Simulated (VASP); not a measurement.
# InP (Fm-3m) in VASP: settings compared

InP is run at these levels: PBEsol, RPBE; tasks: single point.

Program: VASP 6.6.1. These are calculated values, not measurements. Logs are shortened: lines on timing, memory, paths and dates and some standing lists are left out, and cuts for length are marked.

## Step 1: The cell of the first run

The structure is cubic, space group Fm-3m (No. 225). Conventional cell: a = 5.528 Å, b = 5.528 Å, c = 5.528 Å, α = 90.00°, β = 90.00°, γ = 90.00°. In (site symmetry m-3m) has 6 P at 2.76 Å within 3.6 Å. Within 3.6 Å of P (site symmetry m-3m) lie 6 In at 2.76 Å.

## Step 2: Single point, PBEsol (volume scaled by 1.04)

The input, INCAR:

```
PREC = Accurate
ENCUT = 500
EDIFF = 1E-6
ISMEAR = 0
SIGMA = 0.05
LREAL = F
LASPH = T
NELM = 120
ALGO = Normal
ISIF = 2
LWAVE = F
LCHARG = F
GGA = PS
NBANDS = 16
GGA_COMPAT = F
```

The input, KPOINTS:

```
regular mesh
0
Gamma
  8 8 8
```

The input, POSCAR:

```
InP
1.0
    0.0000000000      2.7638000577      2.7638000577
    2.7638000577      0.0000000000      2.7638000577
    2.7638000577      2.7638000577      0.0000000000
In P
1 1
Direct
    0.0000000000      0.0000000000      0.0000000000
    0.5000000000      0.5000000000      0.5000000000
```

Potentials or basis: VASP PAW PBE potentials, release 64 (In_d, P).

Command:

```bash
cat potpaw_PBE.64/In_d/POTCAR potpaw_PBE.64/P/POTCAR > POTCAR
mpirun -np 1 vasp_std > vasp.out
```

OUTCAR:

```text
PREC = Accurate
   ENCUT = 500
   EDIFF = 1E-6
   ISMEAR = 0
   LREAL = F
   LASPH = T
   NELM = 120
   ISIF = 2
   GGA = PS

 ion  position               nearest neighbor table
   1  0.000  0.000  0.000-   2 2.76   2 2.76   2 2.76   2 2.76   2 2.76   2 2.76
   2  0.500  0.500  0.500-   1 2.76   1 2.76   1 2.76   1 2.76   1 2.76   1 2.76

  LATTYP: Found a face centered cubic cell.
 ALAT       =     5.5276001154

  Lattice vectors:

 A1 = (   0.0000000000,   2.7638000577,   2.7638000577)
 A2 = (   2.7638000577,   0.0000000000,   2.7638000577)
 A3 = (   2.7638000577,   2.7638000577,   0.0000000000)

Analysis of symmetry for initial positions (statically):
=====================================================================
 Subroutine PRICEL returns:
 Original cell was already a primitive cell.

 Routine SETGRP: Setting up the symmetry group for a
 face centered cubic supercell.

 Subroutine GETGRP returns: Found 48 space group operations
 (whereof 48 operations were pure point group operations)
 out of a pool of 48 trial point group operations.

The static configuration has the point symmetry O_h .

Analysis of symmetry for dynamics (positions and initial velocities):
=====================================================================
 Subroutine PRICEL returns:
 Original cell was already a primitive cell.

 Routine SETGRP: Setting up the symmetry group for a
 face centered cubic supercell.

 Subroutine GETGRP returns: Found 48 space group operations
 (whereof 48 operations were pure point group operations)
 out of a pool of 48 trial point group operations.

The dynamic configuration has the point symmetry O_h .

 Subroutine INISYM returns: Found 48 space group operations
 (whereof 48 operations are pure point group operations),
 and found     1 'primitive' translations

----------------------------------------------------------------------------------------

                                     Primitive cell

  volume of cell :      42.2231

  direct lattice vectors                    reciprocal lattice vectors
     0.000000000  2.763800058  2.763800058    -0.180910337  0.180910337  0.180910337
     2.763800058  0.000000000  2.763800058     0.180910337 -0.180910337  0.180910337
     2.763800058  2.763800058  0.000000000     0.180910337  0.180910337 -0.180910337

  length of vectors
     3.908603525  3.908603525  3.908603525     0.313345895  0.313345895  0.313345895

  position of ions in fractional coordinates (direct lattice)
     0.000000000  0.000000000  0.000000000
     0.500000000  0.500000000  0.500000000

  ion indices of the primitive-cell ions
   primitive index   ion index
                 1           1
                 2           2

----------------------------------------------------------------------------------------

 KPOINTS: regular mesh

Automatic generation of k-mesh.
 Grid dimensions read from file:
 generate k-points for:    8    8    8

 Generating k-lattice:

  Cartesian coordinates                     Fractional coordinates (reciprocal lattice)
    -0.022613792  0.022613792  0.022613792     0.125000000  0.000000000  0.000000000
     0.022613792 -0.022613792  0.022613792     0.000000000  0.125000000  0.000000000
     0.022613792  0.022613792 -0.022613792     0.000000000  0.000000000  0.125000000

  Length of vectors
     0.039168237  0.039168237  0.039168237

  Shift w.r.t. Gamma in fractional coordinates (k-lattice)
     0.000000000  0.000000000  0.000000000

 Subroutine IBZKPT returns following result:
 ===========================================

 Found     29 irreducible k-points:

 Following reciprocal coordinates:
            Coordinates               Weight
  0.000000  0.000000  0.000000      1.000000
  0.125000  0.000000  0.000000      8.000000
  0.250000  0.000000  0.000000      8.000000
  0.375000  0.000000  0.000000      8.000000
  0.500000  0.000000  0.000000      4.000000
  0.125000  0.125000  0.000000      6.000000
[... 16 lines left out ...]
  0.500000  0.250000  0.125000     48.000000
 -0.375000  0.250000  0.125000     24.000000
 [... further k-points ...]
   k-points           NKPTS =     29   k-points in BZ     NKDIM =     29   number of bands    NBANDS=     16
   number of dos      NEDOS =    301   number of ions     NIONS =      2
   total plane-waves  NPLWV =  27000
   dimension x,y,z NGX =    30 NGY =   30 NGZ =   30
   dimension x,y,z NGXF=    60 NGYF=   60 NGZF=   60
   ions per type =               1   1
   NGX,Y,Z   is equivalent  to a cutoff of  12.76, 12.76, 12.76 a.u.
   NGXF,Y,Z  is equivalent  to a cutoff of  25.52, 25.52, 25.52 a.u.
 SYSTEM =  unknown system
   PREC   = accura    normal or accurate (medium, high low for compatibility)
   ISTART =      0    job   : 0-new  1-cont  2-samecut
   ICHARG =      2    charge: 1-file 2-atom 10-const
   ISPIN  =      1    spin polarized calculation?
   LNONCOLLINEAR =      F non collinear calculations
   LSORBIT =      F    spin-orbit coupling
   LASPH  =      T    aspherical Exc in radial PAW
   ENCUT  =  500.0 eV  36.75 Ry    6.06 a.u.   7.13  7.13  7.13*2*pi/ulx,y,z
   NELM   =    120;   NELMIN=  2; NELMDL= -5     # of ELM steps
   EDIFF  = 0.1E-05   stopping-criterion for ELM
   LREAL  =      F    real-space projection
   EDIFFG = 0.1E-04   stopping-criterion for IOM
   NSW    =      0    number of steps for IOM
   IBRION =     -1    ionic relax: 0-MD 1-quasi-New 2-CG
   NFREE  =      0    steps in history (QN), initial steepest desc. (CG)
   ISIF   =      2    stress and relaxation
   ISYM   =      2    0-nonsym 1-usesym 2-fastsym
   POTIM  = 0.5000    time-step for ionic-motion
   TEBEG  =    0.0;   TEEND  =   0.0 temperature during run
   PSTRESS=    0.0 pullay stress
   NELECT =      18.0000    total number of electrons
   NUPDOWN=      -1.0000    fix difference up-down
   EMIN   =  10.00;   EMAX   =-10.00  energy-range for DOS
   EFERMI =   0.00;   METHOD = LEGACY
   ISMEAR =     0;   SIGMA  =   0.05  broadening in eV -4-tet -1-fermi 0-gaus
   EFERMI_NEDOS =   21; number of points for ismear=-14 and -15
   IALGO  =     38    algorithm
   IMIX   =      4    mixing-type and parameters
     AMIX     =   0.40;   BMIX     =  1.00
     AMIX_MAG =   1.60;   BMIX_MAG =  1.00
  volume/ion in A,a.u.               =      21.11       142.47
  Fermi-wavevector in a.u.,A,eV,Ry     =   1.232109  2.328348 20.654896  1.518092
  Thomas-Fermi vector in A             =   2.366892
   LORBIT       =      0    0 simple, 1 ext, 2 COOP (PROOUT), +10 PAW based schemes
   GGA     = PS    functional components
   LHFCALC =     F    Hartree Fock is set to
   AEXX    =    0.0000 exact exchange contribution
   IVDW    =     0    specifies the selected vdW correction
   LEPSILON=     F    determine dielectric tensor
   LRPA    =     F    only Hartree local field effects (RPA)
 non-spin polarized calculation
 Gauss-broadening in eV      SIGMA  =   0.05
  energy-cutoff  :      500.00
  volume of cell :       42.22
 maximum number of plane-waves:      1090
 NGX is ok and might be reduce to    30
   NGX = 15   NGY = 15   NGZ = 15

 number of electron      18.0000008 magnetization

 Free energy of the ion-electron system (eV)
  ---------------------------------------------------
  ext. energy  EPLUGINS =         0.00000000
  ---------------------------------------------------
  free energy    TOTEN  =        -8.77021127 eV

  energy without entropy =       -8.76772542  energy(sigma->0) =       -8.76896835

 E-fermi :   7.0912     XC(G=0): -10.5767

 val. band max:        7.0658289785   @ k =   0.3750   0.0000   0.0000
 cond. band min:       7.1077637447   @ k =  -0.3750   0.3750   0.0000
 fundamental gap:      0.0419347662
 Fermi energy:         7.0912190360

 k-point     1 :       0.0000    0.0000    0.0000
  band No.  band energies     occupation
      1      -7.1760      2.00000
      2      -7.1760      2.00000
      3      -7.1549      2.00000
      4      -7.1549      2.00000
      5      -7.1549      2.00000
      6      -5.0638      2.00000
[... 8 lines left out ...]
     15      15.4192      0.00000
     16      15.4192      0.00000

 k-point     2 :       0.1250    0.0000    0.0000
  band No.  band energies     occupation
      1      -7.1838      2.00000
      2      -7.1838      2.00000
      3      -7.1555      2.00000
      4      -7.1440      2.00000
      5      -7.1440      2.00000
      6      -4.8668      2.00000
[... 8 lines left out ...]
     15      14.7713      0.00000
     16      15.2801      0.00000

 k-point     3 :       0.2500    0.0000    0.0000
  band No.  band energies     occupation
      1      -7.2066      2.00000
      2      -7.2066      2.00000
      3      -7.1590      2.00000
      4      -7.1137      2.00000
      5      -7.1137      2.00000
      6      -4.2961      2.00000
[... 8 lines left out ...]
     15      15.6895      0.00000
     16      15.6895      0.00000

 k-point     4 :       0.3750    0.0000    0.0000
  band No.  band energies     occupation
      1      -7.2301      2.00000
      2      -7.2301      2.00000
      3      -7.1646      2.00000
      4      -7.0823      2.00000
      5      -7.0823      2.00000
      6      -3.4702      2.00000
[... 8 lines left out ...]
     15      17.1868      0.00000
     16      17.1868      0.00000
[... 324 lines left out ...]
 k-point    22 :       0.3750    0.2500    0.1250
  band No.  band energies     occupation
      1      -7.2836      2.00000
      2      -7.1823      2.00000
      3      -7.1675      2.00000
      4      -7.0997      2.00000
      5      -7.0949      2.00000
      6      -3.7442      2.00000
[... 8 lines left out ...]
     15      18.1853      0.00000
     16      18.4049      0.00000

 k-point    23 :       0.5000    0.2500    0.1250
  band No.  band energies     occupation
      1      -7.3141      2.00000
      2      -7.1997      2.00000
      3      -7.1540      2.00000
      4      -7.0978      2.00000
      5      -7.0727      2.00000
      6      -2.9250      2.00000
[... 8 lines left out ...]
     15      18.2748      0.00000
     16      19.3129      0.00000

 k-point    24 :      -0.3750    0.2500    0.1250
  band No.  band energies     occupation
      1      -7.3245      2.00000
      2      -7.2086      2.00000
      3      -7.1414      2.00000
      4      -7.1053      2.00000
      5      -7.0621      2.00000
      6      -2.4149      2.00000
[... 8 lines left out ...]
     15      17.0468      0.00000
     16      19.7704      0.00000

 [... further k-points ...]

------------------------ aborting loop because EDIFF is reached ----------------------------------------

  FORCE on cell =-STRESS in cart. coord.  units (eV):
  Direction    XX          YY          ZZ          XY          YZ          ZX
  --------------------------------------------------------------------------------------
  -------------------------------------------------------------------------------------
  Total       -0.7838976     -0.7838976     -0.7838976     -0.0000000      0.0000000     -0.0000000
  in kB      -29.7454176    -29.7454176    -29.7454176     -0.0000000      0.0000000     -0.0000000
  external PRESSURE =     -29.7454176 kB  Pullay stress =       0.0000000 kB

 VOLUME and BASIS-vectors are now :
 -----------------------------------------------------------------------------
  energy-cutoff  :      500.00
  volume of cell :       42.22
      direct lattice vectors                 reciprocal lattice vectors
     0.000000000  2.763800058  2.763800058    -0.180910337  0.180910337  0.180910337
     2.763800058  0.000000000  2.763800058     0.180910337 -0.180910337  0.180910337
     2.763800058  2.763800058  0.000000000     0.180910337  0.180910337 -0.180910337

 POSITION                                       TOTAL-FORCE (eV/Angst)
 -----------------------------------------------------------------------------------
      0.00000      0.00000      0.00000         0.000000      0.000000     -0.000000
      2.76380      2.76380      2.76380        -0.000000     -0.000000      0.000000
 -----------------------------------------------------------------------------------
    total drift:                               -0.000000      0.000000      0.000000

  FREE ENERGIE OF THE ION-ELECTRON SYSTEM (eV)
  ---------------------------------------------------
  free  energy   TOTEN  =        -8.7702112736 eV

  energy  without entropy=       -8.7677254200  energy(sigma->0) =       -8.76896835
```

Wall time 12 s (1 thread of Intel Xeon 6975P-C (Granite Rapids), shared host); peak memory 0.17 GiB.

Results:

| Item | Value |
| --- | --- |
| Free energy | -8.7702 eV |
| Pressure | -3.0 GPa |
| Band gap on the k mesh | zero (band 9 reaches 7.32 eV, above the bottom of band 10 at 4.64 eV) |

Caveat: the cell differs from its parent crystal (volume scaled by 1.04); the PAW data sets were made with another functional, which shifts forces and pressure a little; spin-orbit coupling is left out, which moves the levels of the heavy elements.

## Step 3: Single point, RPBE (volume scaled by 1.02)

The input, INCAR:

```
SYSTEM = InP
ALGO     = Normal         ! electronic algorithm
EDIFF    = 1E-6           ! SCF threshold, eV
ENCUT    = 500            ! plane-wave cutoff, eV
GGA      = RP             ! functional
GGA_COMPAT= .FALSE.      
ISIF     = 2              ! what is computed and relaxed
ISMEAR   = 0              ! smearing method
LASPH    = .TRUE.         ! aspherical terms in the spheres
LCHARG   = .FALSE.        ! write CHGCAR
LREAL    = .FALSE.        ! projectors in reciprocal space
LWAVE    = .FALSE.        ! write WAVECAR
NBANDS   = 16             ! bands
NELM     = 120            ! most SCF steps
PREC     = Accurate       ! precision mode
SIGMA    = 0.05           ! smearing width, eV
```

The input, KPOINTS:

```
k-points
0
G
  8 8 8
  0 0 0
```

The input, POSCAR:

```
InP
1.0
    0.0000000000      2.8103155168      2.8103155168
    2.8103155168      0.0000000000      2.8103155168
    2.8103155168      2.8103155168      0.0000000000
In P
1 1
Direct
    0.0000000000      0.0000000000      0.0000000000
    0.5000000000      0.5000000000      0.5000000000
```

Potentials or basis: VASP PAW PBE potentials, release 64 (In_d, P).

Command:

```bash
cat potpaw_PBE.64/In_d/POTCAR potpaw_PBE.64/P/POTCAR > POTCAR
mpirun -np 1 vasp_std > vasp.out
```

It took 13 s on 1 thread of Intel Xeon 6975P-C (Granite Rapids), shared host; peak memory 0.16 GiB.

Results (log left out):

```
Free energy            : -7.1759 eV
Pressure               : -1.4 GPa
Band gap on the k mesh : zero (band 9 reaches 6.89 eV, above the bottom of band 10 at 4.43 eV)
```

Levels at points of the mesh, in eV from the Fermi level:
| k point | band 6 | band 7 | band 8 | band 9 | band 10 | band 11 | band 12 | band 13 |
| --- | --- | --- | --- | --- | --- | --- | --- | --- |
| (0.00, 0.00, 0.00) | -11.77 | -0.34 | -0.34 | -0.34 | 0.17 | 6.97 | 6.97 | 6.97 |
| (0.50, 0.00, 0.00) | -9.84 | -6.47 | 0.04 | 0.04 | 2.42 | 3.34 | 3.34 | 4.81 |
| (0.50, 0.50, 0.00) | -8.87 | -4.76 | -2.59 | -2.28 | -2.28 | 3.84 | 9.47 | 9.47 |

Caveat: the cell differs from its parent crystal (volume scaled by 1.02); the PAW data sets were made with another functional, which shifts forces and pressure a little; spin-orbit coupling is left out, which moves the levels of the heavy elements.

## Step 4: Single point, PBEsol

This run uses another cell than the first one, of 22.00 Å³/atom, 1.042 times its volume.

The input, INCAR:

```
SYSTEM = InP
PREC = Accurate
ENCUT = 500
EDIFF = 1E-6
ISMEAR = 0
SIGMA = 0.05
LREAL = .False.
LASPH = .True.
NELM = 120
ALGO = Normal
ISIF = 2
LWAVE = .False.
LCHARG = .False.
GGA = PS
NBANDS = 16
GGA_COMPAT = .False.
```

The input, KPOINTS:

```
regular mesh
0
Gamma
  8 8 8
  0 0 0
```

The input, POSCAR:

```
InP
1.0
    0.0000000000      2.8019522963      2.8019522963
    2.8019522963      0.0000000000      2.8019522963
    2.8019522963      2.8019522963      0.0000000000
In P
1 1
Direct
    0.0000000000      0.0000000000      0.0000000000
    0.5000000000      0.5000000000      0.5000000000
```

Command:

```bash
cat potpaw_PBE.64/In_d/POTCAR potpaw_PBE.64/P/POTCAR > POTCAR
mpirun -np 1 vasp_std > vasp.out
```

Run time: 12 s. Hardware: 1 thread of Intel Xeon 6975P-C (Granite Rapids), shared host; peak memory 0.16 GiB.

The run converged. Its results:

- Free energy: -8.7228 eV
- Pressure: -5.6 GPa
- Band gap on the k mesh: zero (band 9 reaches 6.81 eV, above the bottom of band 10 at 4.27 eV)

Levels at points of the mesh, in eV from the Fermi level:
```csv
k point,band 6,band 7,band 8,band 9,band 10,band 11,band 12,band 13
"(0.00, 0.00, 0.00)",-11.84,-0.31,-0.31,-0.31,0.12,6.98,6.98,6.98
"(0.50, 0.00, 0.00)",-9.84,-6.58,0.09,0.09,2.30,3.28,3.28,4.80
"(0.50, 0.50, 0.00)",-8.84,-4.85,-2.68,-2.30,-2.30,3.75,9.43,9.43
```

Caveat: the PAW data sets were made with another functional, which shifts forces and pressure a little; spin-orbit coupling is left out, which moves the levels of the heavy elements.

## Step 5: Overview

| level | cell | gap on the mesh (eV) | pressure (GPa) |
| --- | --- | --- | --- |
| PBEsol | a = 3.909 Å, angles 60.0°, 2 atoms | none | -3.0 |
| RPBE | a = 3.974 Å, angles 60.0°, 2 atoms | none | -1.4 |
| PBEsol | a = 3.963 Å, angles 60.0°, 2 atoms | none | -5.6 |

Alike in all rows: task single point; potentials or basis VASP PAW PBE potentials, release 64 (In_d, P); no spin polarisation; k mesh 8 × 8 × 8; cutoff (eV) 500; smearing gaussian 0.05 eV.

Caveats: the PAW data sets were made with another functional, which shifts forces and pressure a little; spin-orbit coupling is left out, which moves the levels of the heavy elements.

Total energies depend on the potentials used, so only differences within one code and one set of settings carry meaning.
